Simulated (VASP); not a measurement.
# Ge (Fd-3m) in VASP: elastic constants with LDA

Aim: the elastic constants of Ge with LDA.

Program: VASP 6.6.1. These are calculated values, not measurements. Logs are shortened: lines on timing, memory, paths and dates and some standing lists are left out, and cuts for length are marked.

**1. The cell of the first run**

The structure is cubic, space group Fd-3m (No. 227). Conventional cell: a = 5.353 Å, b = 5.353 Å, c = 5.353 Å, α = 90.00°, β = 90.00°, γ = 90.00°. Within 3.1 Å of Ge (site symmetry -43m) lie 4 Ge at 2.32 Å.

**2. Elastic constants, LDA**

INCAR

```
SYSTEM = Ge
PREC = Accurate
ENCUT = 600
EDIFF = 1E-8
ISMEAR = -1
SIGMA = 0.1
LREAL = .False.
LASPH = .True.
NELM = 60
ALGO = Normal
ISIF = 3
LWAVE = .False.
LCHARG = .False.
NBANDS = 21
IBRION = 6
NFREE = 2
POTIM = 0.015
NSW = 1
```

KPOINTS

```
Automatic mesh
0
Gamma
  14 14 14
  0 0 0
```

POSCAR

```
Ge
1.0
    0.0000000000      2.6764240984      2.6764240984
    2.6764240984      0.0000000000      2.6764240984
    2.6764240984      2.6764240984      0.0000000000
Ge
2
Direct
    0.5000000000      0.5000000000      0.5000000000
    0.7500000000      0.7500000000      0.7500000000
```

Potentials or basis: VASP PAW LDA potentials, release 64 (Ge_d).

Started as:

```sh
$ cat potpaw_LDA.64/Ge_d/POTCAR > POTCAR
$ mpirun -np 1 vasp_std > vasp.out
```

OUTCAR:

```text
SYSTEM = Ge
   PREC = Accurate
   ENCUT = 600
   EDIFF = 1E-8
   ISMEAR = -1
   LREAL = .False.
   LASPH = .True.
   NELM = 60
   ISIF = 3
   IBRION = 6
   NFREE = 2
   POTIM = 0.015
   NSW = 1

 ion  position               nearest neighbor table
   1  0.500  0.500  0.500-   2 2.32   2 2.32   2 2.32   2 2.32
   2  0.750  0.750  0.750-   1 2.32   1 2.32   1 2.32   1 2.32

  LATTYP: Found a face centered cubic cell.
 ALAT       =     5.3528481968

  Lattice vectors:

 A1 = (   0.0000000000,   2.6764240984,   2.6764240984)
 A2 = (   2.6764240984,   0.0000000000,   2.6764240984)
 A3 = (   2.6764240984,   2.6764240984,   0.0000000000)

Analysis of symmetry for initial positions (statically):
=====================================================================
 Subroutine PRICEL returns:
 Original cell was already a primitive cell.

 Routine SETGRP: Setting up the symmetry group for a
 face centered cubic supercell.

 Subroutine GETGRP returns: Found 48 space group operations
 (whereof 24 operations were pure point group operations)
 out of a pool of 48 trial point group operations.

The static configuration has the point symmetry T_d .
 The point group associated with its full space group is O_h .

Analysis of symmetry for dynamics (positions and initial velocities):
=====================================================================
 Subroutine PRICEL returns:
 Original cell was already a primitive cell.

 Routine SETGRP: Setting up the symmetry group for a
 face centered cubic supercell.

 Subroutine GETGRP returns: Found 48 space group operations
 (whereof 24 operations were pure point group operations)
 out of a pool of 48 trial point group operations.

The dynamic configuration has the point symmetry T_d .
 The point group associated with its full space group is O_h .

 Subroutine INISYM returns: Found 48 space group operations
 (whereof 24 operations are pure point group operations),
 and found     1 'primitive' translations

----------------------------------------------------------------------------------------

                                     Primitive cell

  volume of cell :      38.3438

  direct lattice vectors                    reciprocal lattice vectors
     0.000000000  2.676424098  2.676424098    -0.186816432  0.186816432  0.186816432
     2.676424098  0.000000000  2.676424098     0.186816432 -0.186816432  0.186816432
     2.676424098  2.676424098  0.000000000     0.186816432  0.186816432 -0.186816432

  length of vectors
     3.785035259  3.785035259  3.785035259     0.323575552  0.323575552  0.323575552

  position of ions in fractional coordinates (direct lattice)
     0.500000000  0.500000000  0.500000000
     0.750000000  0.750000000  0.750000000

  ion indices of the primitive-cell ions
   primitive index   ion index
                 1           1
                 2           2

----------------------------------------------------------------------------------------

 KPOINTS: Automatic mesh

Automatic generation of k-mesh.
[... 103 lines left out ...]

--------------------------------------- Ionic step        1  -------------------------------------------

 number of electron      28.0000027 magnetization

 Free energy of the ion-electron system (eV)
  ---------------------------------------------------
  ext. energy  EPLUGINS =         0.00000000
  ---------------------------------------------------
  free energy    TOTEN  =       -10.13545874 eV

  energy without entropy =      -10.13355963  energy(sigma->0) =      -10.13450918

------------------------ aborting loop because EDIFF is reached ----------------------------------------

  FORCE on cell =-STRESS in cart. coord.  units (eV):
  Direction    XX          YY          ZZ          XY          YZ          ZX
  --------------------------------------------------------------------------------------
  -------------------------------------------------------------------------------------
  Total        3.6618705      3.6618705      3.6618705      0.0000000      0.0000000      0.0000000
  in kB      153.0096322    153.0096322    153.0096322      0.0000000      0.0000000      0.0000000
  external PRESSURE =     153.0096322 kB  Pullay stress =       0.0000000 kB
[... 89 lines left out ...]
  FREE ENERGIE OF THE ION-ELECTRON SYSTEM (eV)
  ---------------------------------------------------
  free  energy   TOTEN  =       -10.0753493571 eV

  energy  without entropy=      -10.0732226838  energy(sigma->0) =      -10.07428602

[... ionic steps 4 to 12 ...]

--------------------------------------- Ionic step       13  -------------------------------------------

 number of electron      28.0000024 magnetization

------------------------ aborting loop because EDIFF is reached ----------------------------------------
[... 67 lines left out ...]
--------------------------------------- Ionic step       15  -------------------------------------------

 number of electron      28.0000021 magnetization

 Free energy of the ion-electron system (eV)
  ---------------------------------------------------
  ext. energy  EPLUGINS =         0.00000000
  ---------------------------------------------------
  free energy    TOTEN  =       -10.13370246 eV

  energy without entropy =      -10.13175998  energy(sigma->0) =      -10.13273122

 E-fermi :   6.5889     XC(G=0): -11.0984

 val. band max:        6.5772987349   @ k =   0.0000   0.0000   0.0000
 cond. band min:       6.7267181246   @ k =   0.0000   0.4286   0.4286
 fundamental gap:      0.1494193896
 Fermi energy:         6.5889158452

 k-point     1 :       0.0000    0.0000    0.0000
  band No.  band energies     occupation
      1     -18.7682      2.00000
      2     -18.7631      2.00000
      3     -18.7575      2.00000
      4     -18.7115      2.00000
      5     -18.7114      2.00000
      6     -18.3936      2.00000
[... 565 lines left out ...]
     20      16.3048      0.00000
     21      16.8207      0.00000

 [... further k-points ...]
[... 5 lines left out ...]
  --------------------------------------------------------------------------------------
  -------------------------------------------------------------------------------------
  Total        3.6628243      3.6673563      3.6673563      0.0000000     -0.2331507      0.0000000
  in kB      153.0494868    153.2388559    153.2388559      0.0000000     -9.7420991      0.0000000
  external PRESSURE =     153.1757329 kB  Pullay stress =       0.0000000 kB
[... 17 lines left out ...]
  FREE ENERGIE OF THE ION-ELECTRON SYSTEM (eV)
  ---------------------------------------------------
  free  energy   TOTEN  =       -10.1337024625 eV

  energy  without entropy=      -10.1317599835  energy(sigma->0) =      -10.13273122

 INTERNAL STRAIN TENSORS FROM STRAINED CELLS
 ============================================

 INTERNAL STRAIN TENSOR FOR ION    1 for displacements in x,y,z  (eV/Angst):
          X           Y           Z          XY          YZ          ZX
  --------------------------------------------------------------------------------
  x     0.00000     0.00000     0.00000    -0.00000    15.54506     0.00000
  y     0.00000     0.00000     0.00000    -0.00000    -0.00000    15.54807
  z     0.00000     0.00000     0.00000    15.54694     0.00000     0.00000

 INTERNAL STRAIN TENSORS FROM DISPLACED ATOMS
 ============================================

 INTERNAL STRAIN TENSOR FOR ION    1 for displacements in x,y,z  (eV/Angst):
          X           Y           Z          XY          YZ          ZX
  --------------------------------------------------------------------------------
  x    -0.00000     0.00000     0.00000     0.00000    15.54227     0.00000
  y    -0.00000    -0.00000    -0.00000     0.00000     0.00000    15.54227
  z     0.00000     0.00000    -0.00000    15.54227     0.00000     0.00000

 INTERNAL STRAIN TENSOR FOR ION    2 for displacements in x,y,z  (eV/Angst):
          X           Y           Z          XY          YZ          ZX
  --------------------------------------------------------------------------------
  x     0.00000    -0.00000    -0.00000     0.00000   -15.54227     0.00000
  y     0.00000     0.00000     0.00000     0.00000     0.00000   -15.54227
  z    -0.00000    -0.00000     0.00000   -15.54227     0.00000     0.00000

 Eigenvectors and eigenvalues of the dynamical matrix
 ----------------------------------------------------

   1 f  =   10.236999 THz    64.320959 2PiTHz  341.469515 cm-1    42.336805 meV
             X         Y         Z           dx          dy          dz
      2.676424  2.676424  2.676424     0.000000    0.324402    0.628302
      4.014636  4.014636  4.014636     0.000000   -0.324402   -0.628302
[... 16 lines left out ...]
   5 f  =    0.000000 THz     0.000000 2PiTHz    0.000000 cm-1     0.000000 meV
             X         Y         Z           dx          dy          dz
      2.676424  2.676424  2.676424     0.707107    0.000000    0.000000
      4.014636  4.014636  4.014636     0.707107    0.000000    0.000000

   6 f/i=    0.000000 THz     0.000001 2PiTHz    0.000004 cm-1     0.000001 meV
             X         Y         Z           dx          dy          dz
      2.676424  2.676424  2.676424     0.000000   -0.653281   -0.270598
      4.014636  4.014636  4.014636     0.000000   -0.653281   -0.270598

--------------------------------------------------------------------------------------------------------

 ELASTIC MODULI CONTR FROM IONIC RELAXATION (kBar)
 Direction    XX          YY          ZZ          XY          YZ          ZX
 --------------------------------------------------------------------------------
 XX          -0.0000     -0.0000      0.0000     -0.0000      0.0000      0.0000
 YY          -0.0000     -0.0000     -0.0000     -0.0000     -0.0000      0.0000
 ZZ           0.0000     -0.0000     -0.0000      0.0000     -0.0000      0.0000
 XY          -0.0000     -0.0000      0.0000   -648.3874      0.0000      0.0000
 YZ           0.0000     -0.0000     -0.0000      0.0000   -648.3874      0.0000
 ZX           0.0000      0.0000      0.0000      0.0000      0.0000   -648.3874
 --------------------------------------------------------------------------------

 TOTAL ELASTIC MODULI (kBar)
 Direction    XX          YY          ZZ          XY          YZ          ZX
 --------------------------------------------------------------------------------
 XX        1720.5624    984.5509    984.5509     -0.0000      0.0000      0.0000
 YY         984.5509   1720.5624    984.5509     -0.0000     -0.0000      0.0000
 ZZ         984.5509    984.5509   1720.5624      0.0000     -0.0000      0.0000
 XY          -0.0000     -0.0000      0.0000    717.0775      0.0000      0.0000
 YZ           0.0000     -0.0000     -0.0000      0.0000    717.0775      0.0000
 ZX           0.0000      0.0000      0.0000      0.0000      0.0000    717.0775
 --------------------------------------------------------------------------------
```

Run time: 75 min. Hardware: 1 thread of Oxide Virtual Turin-like, shared host; peak memory 0.94 GiB.

What came out:

| Property | Result |
| --- | --- |
| Elastic constants C11, C12, C44 | 172, 98, 72 GPa |
| Voigt bulk modulus | 123 GPa |
| Highest phonon frequency at Γ | 341 cm⁻¹ |

Phonon frequencies in cm⁻¹ (negative: imaginary):
```tsv
q point	frequencies
(0.000, 0.000, 0.000)	0 0 0 341 341 341
```

Elastic tensor in Voigt notation (GPa, in the Cartesian axes of the cell as first typed):
```
172  98  98   0   0   0
 98 172  98   0   0   0
 98  98 172   0   0   0
  0   0   0  72   0   0
  0   0   0   0  72   0
  0   0   0   0   0  72
```

Clamped-ion elastic tensor (GPa):
```
172  98  98   0   0   0
 98 172  98   0   0   0
 98  98 172   0   0   0
  0   0   0 137   0   0
  0   0   0   0 137   0
  0   0   0   0   0 137
```

Caveat: the cell is under stress, which shifts elastic constants.
